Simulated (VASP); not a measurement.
# AlN (Cm) in VASP: a series of runs

AlN is run at these levels: PBE; tasks: single point.

Program: VASP 6.6.1. These are calculated values, not measurements. Logs are shortened: lines on timing, memory, paths and dates and some standing lists are left out, and cuts for length are marked.

### Step 1. The cell of the first run

It takes space group Cm (No. 8, monoclinic). Conventional cell: a = 6.177 Å, b = 6.177 Å, c = 4.368 Å, α = 90.00°, β = 90.00°, γ = 90.00°. Within 2.4 Å of Al (site symmetry m) lie 4 N at 1.81 to 1.97 Å. Within 2.5 Å of Al (site symmetry m) lie 4 N at 1.89 Å. Within 2.5 Å of Al (site symmetry 1) lie 4 N at 1.89 Å. Within 2.4 Å of N (site symmetry m) lie 4 Al at 1.81 to 1.89 Å. N (site symmetry m) has 4 Al at 1.89 to 1.97 Å within 2.5 Å. N (site symmetry 1) has 4 Al at 1.89 Å within 2.5 Å.

### Step 2. Single point, PBE (atom 1 (Al) moved -0.100 Å along Cartesian [1 1 0])

INCAR reads:

```
SYSTEM = AlN
  PREC = Accurate
  ENCUT = 520
  EDIFF = 1E-7
  ISMEAR = 0
  SIGMA = 0.05
  LREAL = .False.
  LASPH = .True.
  NELM = 60
  ALGO = Normal
  ISIF = 2
  LWAVE = .False.
  LCHARG = .False.
  GGA = PE
  NBANDS = 26
```

KPOINTS reads:

```
Automatic mesh
0
Gamma
  6 6 6
  0 0 0
```

POSCAR reads:

```
AlN
1.0
    4.3679871192      0.0000000000      0.0000000000
    0.0000000000     -4.3679871192      0.0000000000
    0.0000000000      0.0000000000     -4.3679871192
Al N
4 4
Direct
   -0.0161883898      0.5161883898      0.5000000000
    0.5000000000      0.0000000000      0.5000000000
    0.5000000000      0.5000000000      0.0000000000
    0.0000000000      0.0000000000      0.0000000000
    0.7500000000      0.7500000000      0.7500000000
    0.2500000000      0.2500000000      0.7500000000
    0.2500000000      0.7500000000      0.2500000000
    0.7500000000      0.2500000000      0.2500000000
```

Potentials or basis: VASP PAW PBE potentials, release 64 (Al, N).

Started as:

```console
> cat potpaw_PBE.64/Al/POTCAR potpaw_PBE.64/N/POTCAR > POTCAR
> mpirun -np 1 vasp_std > vasp.out
```

OUTCAR:

```text
SYSTEM = AlN
   PREC = Accurate
   ENCUT = 520
   EDIFF = 1E-7
   ISMEAR = 0
   LREAL = .False.
   LASPH = .True.
   NELM = 60
   ISIF = 2
   GGA = PE

 ion  position               nearest neighbor table
   1  0.984  0.516  0.500-   5 1.81   7 1.89   8 1.89   6 1.97   2 2.99   3 3.04   4 3.04   3 3.04
                             4 3.04   2 3.09   2 3.09   3 3.14   3 3.14   4 3.14   4 3.14   2 3.19
   2  0.500  0.000  0.500-   5 1.89   6 1.89   7 1.89   8 1.89   1 2.99   3 3.09   4 3.09   3 3.09
                             4 3.09   3 3.09   3 3.09   4 3.09   4 3.09   1 3.09   1 3.09   1 3.19
   3  0.500  0.500  0.000-   5 1.89   6 1.89   7 1.89   8 1.89   1 3.04   1 3.04   4 3.09   2 3.09
                             2 3.09   2 3.09   4 3.09   2 3.09   4 3.09   4 3.09   1 3.14   1 3.14
   4  0.000  0.000  0.000-   5 1.89   6 1.89   7 1.89   8 1.89   1 3.04   1 3.04   3 3.09   2 3.09
                             2 3.09   3 3.09   2 3.09   3 3.09   2 3.09   3 3.09   1 3.14   1 3.14
   5  0.750  0.750  0.750-   1 1.81   2 1.89   3 1.89   4 1.89
   6  0.250  0.250  0.750-   2 1.89   3 1.89   4 1.89   1 1.97
   7  0.250  0.750  0.250-   2 1.89   3 1.89   4 1.89   1 1.89
   8  0.750  0.250  0.250-   2 1.89   3 1.89   4 1.89   1 1.89

  LATTYP: Found a simple cubic cell.
 ALAT       =     4.3679871192

  Lattice vectors:

 A1 = (   4.3679871192,   0.0000000000,   0.0000000000)
 A2 = (   0.0000000000,  -4.3679871192,   0.0000000000)
 A3 = (   0.0000000000,   0.0000000000,  -4.3679871192)

Analysis of symmetry for initial positions (statically):
=====================================================================
 Subroutine PRICEL returns:
 Original cell was already a primitive cell.

 Routine SETGRP: Setting up the symmetry group for a
 simple cubic supercell.

 Subroutine GETGRP returns: Found  2 space group operations
 (whereof  1 operations were pure point group operations)
 out of a pool of 48 trial point group operations.

The static configuration has the point symmetry C_1 .
 The point group associated with its full space group is C_1h.

Analysis of symmetry for dynamics (positions and initial velocities):
=====================================================================
 Subroutine PRICEL returns:
 Original cell was already a primitive cell.

 Routine SETGRP: Setting up the symmetry group for a
 simple cubic supercell.

 Subroutine GETGRP returns: Found  2 space group operations
 (whereof  1 operations were pure point group operations)
 out of a pool of 48 trial point group operations.

The dynamic configuration has the point symmetry C_1 .
 The point group associated with its full space group is C_1h.

 Subroutine INISYM returns: Found  2 space group operations
 (whereof  1 operations are pure point group operations),
 and found     1 'primitive' translations

----------------------------------------------------------------------------------------

                                     Primitive cell

  volume of cell :      83.3382

  direct lattice vectors                    reciprocal lattice vectors
     4.367987119  0.000000000  0.000000000     0.228938404  0.000000000  0.000000000
     0.000000000 -4.367987119  0.000000000     0.000000000 -0.228938404  0.000000000
     0.000000000  0.000000000 -4.367987119     0.000000000  0.000000000 -0.228938404

  length of vectors
     4.367987119  4.367987119  4.367987119     0.228938404  0.228938404  0.228938404

  position of ions in fractional coordinates (direct lattice)
     0.983811610  0.516188390  0.500000000
     0.500000000  0.000000000  0.500000000
     0.500000000  0.500000000  0.000000000
     0.000000000  0.000000000  0.000000000
     0.750000000  0.750000000  0.750000000
     0.250000000  0.250000000  0.750000000
     0.250000000  0.750000000  0.250000000
     0.750000000  0.250000000  0.250000000

  ion indices of the primitive-cell ions
   primitive index   ion index
                 1           1
                 2           2
                 3           3
                 4           4
                 5           5
                 6           6
                 7           7
                 8           8

----------------------------------------------------------------------------------------

 KPOINTS: Automatic mesh

Automatic generation of k-mesh.
 Grid dimensions read from file:
 generate k-points for:    6    6    6

 Generating k-lattice:

  Cartesian coordinates                     Fractional coordinates (reciprocal lattice)
     0.038156401  0.000000000  0.000000000     0.166666667  0.000000000  0.000000000
     0.000000000 -0.038156401  0.000000000     0.000000000  0.166666667  0.000000000
     0.000000000  0.000000000 -0.038156401     0.000000000  0.000000000  0.166666667

  Length of vectors
     0.038156401  0.038156401  0.038156401

  Shift w.r.t. Gamma in fractional coordinates (k-lattice)
     0.000000000  0.000000000  0.000000000

 Subroutine IBZKPT returns following result:
 ===========================================

 Found     68 irreducible k-points:

 Following reciprocal coordinates:
            Coordinates               Weight
  0.000000  0.000000  0.000000      1.000000
  0.166667  0.000000  0.000000      4.000000
  0.000000  0.000000  0.166667      2.000000
  0.333333  0.000000  0.000000      4.000000
  0.000000  0.000000  0.333333      2.000000
  0.500000  0.000000  0.000000      2.000000
[... 16 lines left out ...]
  0.333333  0.000000  0.333333      4.000000
 -0.333333  0.333333  0.000000      2.000000
 [... further k-points ...]
   k-points           NKPTS =     68   k-points in BZ     NKDIM =     68   number of bands    NBANDS=     26
   number of dos      NEDOS =    301   number of ions     NIONS =      8
   total plane-waves  NPLWV =  32768
   dimension x,y,z NGX =    32 NGY =   32 NGZ =   32
   dimension x,y,z NGXF=    64 NGYF=   64 NGZF=   64
   ions per type =               4   4
   NGX,Y,Z   is equivalent  to a cutoff of  12.18, 12.18, 12.18 a.u.
   NGXF,Y,Z  is equivalent  to a cutoff of  24.36, 24.36, 24.36 a.u.
 SYSTEM =  AlN
   PREC   = accura    normal or accurate (medium, high low for compatibility)
   ISTART =      0    job   : 0-new  1-cont  2-samecut
   ICHARG =      2    charge: 1-file 2-atom 10-const
   ISPIN  =      1    spin polarized calculation?
   LNONCOLLINEAR =      F non collinear calculations
   LSORBIT =      F    spin-orbit coupling
   LASPH  =      T    aspherical Exc in radial PAW
   ENCUT  =  520.0 eV  38.22 Ry    6.18 a.u.   8.12  8.12  8.12*2*pi/ulx,y,z
   NELM   =     60;   NELMIN=  2; NELMDL= -5     # of ELM steps
   EDIFF  = 0.1E-06   stopping-criterion for ELM
   LREAL  =      F    real-space projection
   EDIFFG = 0.1E-05   stopping-criterion for IOM
   NSW    =      0    number of steps for IOM
   IBRION =     -1    ionic relax: 0-MD 1-quasi-New 2-CG
   NFREE  =      0    steps in history (QN), initial steepest desc. (CG)
   ISIF   =      2    stress and relaxation
   ISYM   =      2    0-nonsym 1-usesym 2-fastsym
   POTIM  = 0.5000    time-step for ionic-motion
   TEBEG  =    0.0;   TEEND  =   0.0 temperature during run
   PSTRESS=    0.0 pullay stress
   NELECT =      32.0000    total number of electrons
   NUPDOWN=      -1.0000    fix difference up-down
   EMIN   =  10.00;   EMAX   =-10.00  energy-range for DOS
   EFERMI =   0.00;   METHOD = LEGACY
   ISMEAR =     0;   SIGMA  =   0.05  broadening in eV -4-tet -1-fermi 0-gaus
   EFERMI_NEDOS =   21; number of points for ismear=-14 and -15
   IALGO  =     38    algorithm
   IMIX   =      4    mixing-type and parameters
     AMIX     =   0.40;   BMIX     =  1.00
     AMIX_MAG =   1.60;   BMIX_MAG =  1.00
  volume/ion in A,a.u.               =      10.42        70.30
  Fermi-wavevector in a.u.,A,eV,Ry     =   1.189899  2.248583 19.263943  1.415860
  Thomas-Fermi vector in A             =   2.325996
   LORBIT       =      0    0 simple, 1 ext, 2 COOP (PROOUT), +10 PAW based schemes
   GGA     = PE    functional components
   LHFCALC =     F    Hartree Fock is set to
   AEXX    =    0.0000 exact exchange contribution
   IVDW    =     0    specifies the selected vdW correction
   LEPSILON=     F    determine dielectric tensor
   LRPA    =     F    only Hartree local field effects (RPA)
 non-spin polarized calculation
 Gauss-broadening in eV      SIGMA  =   0.05
  energy-cutoff  :      520.00
  volume of cell :       83.34
 maximum number of plane-waves:      2272
   NGX = 17   NGY = 17   NGZ = 17

 number of electron      32.0000007 magnetization

 Free energy of the ion-electron system (eV)
  ---------------------------------------------------
  ext. energy  EPLUGINS =         0.00000000
  ---------------------------------------------------
  free energy    TOTEN  =       -59.25611125 eV

  energy without entropy =      -59.25611125  energy(sigma->0) =      -59.25611125

 E-fermi :   6.3243     XC(G=0): -10.9333

 val. band max:        6.0566109800   @ k =   0.0000   0.0000   0.0000
 cond. band min:       9.0116765525   @ k =   0.0000   0.0000   0.0000
 fundamental gap:      2.9550655725
 Fermi energy:         6.3243434266

 k-point     1 :       0.0000    0.0000    0.0000
  band No.  band energies     occupation
      1      -9.0278      2.00000
      2      -6.5114      2.00000
      3      -6.3260      2.00000
      4      -6.1476      2.00000
      5       1.0514      2.00000
      6       1.0517      2.00000
[... 18 lines left out ...]
     25      18.5389      0.00000
     26      18.5497      0.00000

 k-point     2 :       0.1667    0.0000    0.0000
  band No.  band energies     occupation
      1      -8.8932      2.00000
      2      -6.6374      2.00000
      3      -6.4050      2.00000
      4      -6.1652      2.00000
      5       1.2027      2.00000
      6       1.2100      2.00000
[... 18 lines left out ...]
     25      18.7242      0.00000
[... 608 lines left out ...]
     25      16.8294      0.00000
     26      16.8644      0.00000

 k-point    24 :      -0.3333    0.3333    0.0000
  band No.  band energies     occupation
      1      -8.0484      2.00000
      2      -6.9710      2.00000
      3      -6.9261      2.00000
      4      -6.4043      2.00000
      5       1.5507      2.00000
      6       1.6398      2.00000
[... 18 lines left out ...]
     25      16.8464      0.00000
     26      16.8827      0.00000

 [... further k-points ...]

------------------------ aborting loop because EDIFF is reached ----------------------------------------

  FORCE on cell =-STRESS in cart. coord.  units (eV):
  Direction    XX          YY          ZZ          XY          YZ          ZX
  --------------------------------------------------------------------------------------
  -------------------------------------------------------------------------------------
  Total        2.5217631      2.5217631      2.6990380      0.2142237      0.6784011      0.6784011
  in kB       48.4809167     48.4809167     51.8890277      4.1184519     13.0422671     13.0422670
  external PRESSURE =      49.6169537 kB  Pullay stress =       0.0000000 kB

 VOLUME and BASIS-vectors are now :
 -----------------------------------------------------------------------------
  energy-cutoff  :      520.00
  volume of cell :       83.34
      direct lattice vectors                 reciprocal lattice vectors
     4.367987119  0.000000000  0.000000000     0.228938404  0.000000000  0.000000000
     0.000000000 -4.367987119  0.000000000     0.000000000 -0.228938404  0.000000000
     0.000000000  0.000000000 -4.367987119     0.000000000  0.000000000 -0.228938404

 POSITION                                       TOTAL-FORCE (eV/Angst)
 -----------------------------------------------------------------------------------
      4.29728     -2.25470     -2.18399         1.505397      1.505397      0.283412
      2.18399      0.00000     -2.18399        -0.344360     -0.344360     -0.007202
      2.18399     -2.18399      0.00000        -0.341795      0.237899      0.006923
      0.00000      0.00000      0.00000         0.237899     -0.341795      0.006923
      3.27599     -3.27599     -3.27599        -0.546507     -0.546507     -0.483973
      1.09200     -1.09200     -3.27599        -0.327081     -0.327081      0.224894
      1.09200     -3.27599     -1.09200        -0.104612     -0.078942     -0.015489
      3.27599     -1.09200     -1.09200        -0.078942     -0.104612     -0.015489
 -----------------------------------------------------------------------------------
    total drift:                                0.000083      0.000083      0.000042

  FREE ENERGIE OF THE ION-ELECTRON SYSTEM (eV)
  ---------------------------------------------------
  free  energy   TOTEN  =       -59.2561112459 eV

  energy  without entropy=      -59.2561112459  energy(sigma->0) =      -59.25611125
```

Run time: 58 s. Hardware: 1 thread of Intel Xeon 6975P-C (Granite Rapids), shared host; peak memory 0.23 GiB.

Results:

```yaml
Free_energy: -59.2561 eV
Pressure: 5.0 GPa
Largest_force: 2.148 eV/Å
Band_gap_on_the_k_mesh: 2.96 eV
```

Forces on the atoms (eV/Å):
```
Al   1.505  1.505  0.283
Al  -0.344 -0.344 -0.007
Al  -0.342  0.238  0.007
Al   0.238 -0.342  0.007
N   -0.547 -0.547 -0.484
N   -0.327 -0.327  0.225
N   -0.105 -0.079 -0.015
N   -0.079 -0.105 -0.015
```

Levels at points of the mesh, in eV from the valence-band top:
```csv
k point,band 13,band 14,band 15,band 16,band 17,band 18,band 19,band 20
"(0.00, 0.00, 0.00)",-1.78,-0.13,-0.08,0.00,2.96,3.24,3.44,4.15
"(0.50, 0.00, 0.00)",-1.25,-1.19,-0.95,-0.86,5.61,5.89,5.95,6.21
"(0.00, 0.00, 0.50)",-1.06,-1.06,-1.05,-1.04,5.58,5.88,5.97,6.23
"(0.50, 0.50, 0.00)",-0.69,-0.61,-0.59,-0.52,7.40,7.73,7.73,8.03
"(0.00, 0.50, 0.50)",-0.82,-0.71,-0.51,-0.39,7.41,7.71,7.75,8.01
"(0.50, 0.50, 0.50)",-0.49,-0.45,-0.44,-0.29,7.20,7.27,7.29,7.35
```

Caveat: the cell differs from its parent crystal (atom 1 (Al) moved -0.100 Å along Cartesian [1 1 0]); the cell stands under pressure; forces of over 1 eV/Å act on the atoms, so gaps and moduli don't describe the material at rest.

### Step 3. Single point, PBE (atom 1 (Al) moved +0.050 Å along Cartesian [1 1 0])

INCAR reads:

```
SYSTEM = AlN
PREC = Accurate ; ENCUT = 520
EDIFF = 1E-7 ; ISMEAR = 0
SIGMA = 0.05 ; LREAL = .False.
LASPH = .True. ; NELM = 60
ALGO = Normal ; ISIF = 2
LWAVE = .False. ; LCHARG = .False.
GGA = PE ; NBANDS = 26
```

KPOINTS reads:

```
regular mesh
0
Gamma
  6 6 6
  0 0 0
```

Edit POSCAR of step 2 so:

```diff
@@ -8,3 +8,3 @@
 Direct
-   -0.0161883898      0.5161883898      0.5000000000
+    0.0080941949      0.4919058051      0.5000000000
     0.5000000000      0.0000000000      0.5000000000
```

Potentials or basis: VASP PAW PBE potentials, release 64 (Al, N).

Started as:

```console
> cat potpaw_PBE.64/Al/POTCAR potpaw_PBE.64/N/POTCAR > POTCAR
> mpirun -np 1 vasp_std > vasp.out
```

It took 52 s on 1 thread of Intel Xeon 6975P-C (Granite Rapids), shared host; peak memory 0.24 GiB.

It converged, with:

| Property | Result |
| --- | --- |
| Free energy | -59.3356 eV |
| Pressure | 4.7 GPa |
| Largest force | 1.056 eV/Å |
| Band gap on the k mesh | 3.15 eV |

Forces in eV/Å, atoms in the order of the input:
```
Al  -0.745 -0.745  0.070
Al   0.172  0.172 -0.002
Al   0.171 -0.119  0.002
Al  -0.119  0.171  0.002
N    0.188  0.188  0.138
N    0.242  0.242 -0.202
N    0.043  0.049 -0.004
N    0.049  0.043 -0.004
```

Stress tensor (GPa, compression positive):
```
 4.67  0.10 -0.64
 0.10  4.67 -0.64
-0.64 -0.64  4.75
```

Levels at points of the mesh, in eV from the valence-band top:
```tsv
k point	band 14	band 15	band 16	band 17	band 18	band 19
(0.00, 0.00, 0.00)	-0.07	-0.04	0.00	3.15	3.28	3.40
(0.50, 0.00, 0.00)	-1.08	-0.96	-0.92	5.81	5.94	5.99
(0.00, 0.00, 0.50)	-1.01	-1.01	-1.01	5.80	5.93	6.01
(0.50, 0.50, 0.00)	-0.56	-0.56	-0.52	7.61	7.78	7.78
(0.00, 0.50, 0.50)	-0.61	-0.51	-0.45	7.62	7.77	7.79
(0.50, 0.50, 0.50)	-0.46	-0.46	-0.38	7.30	7.34	7.34
```

Caveat: the cell differs from its parent crystal (atom 1 (Al) moved +0.050 Å along Cartesian [1 1 0]); the cell stands under pressure; forces of over 1 eV/Å act on the atoms, so gaps and moduli don't describe the material at rest. A k mesh can miss the band edges.
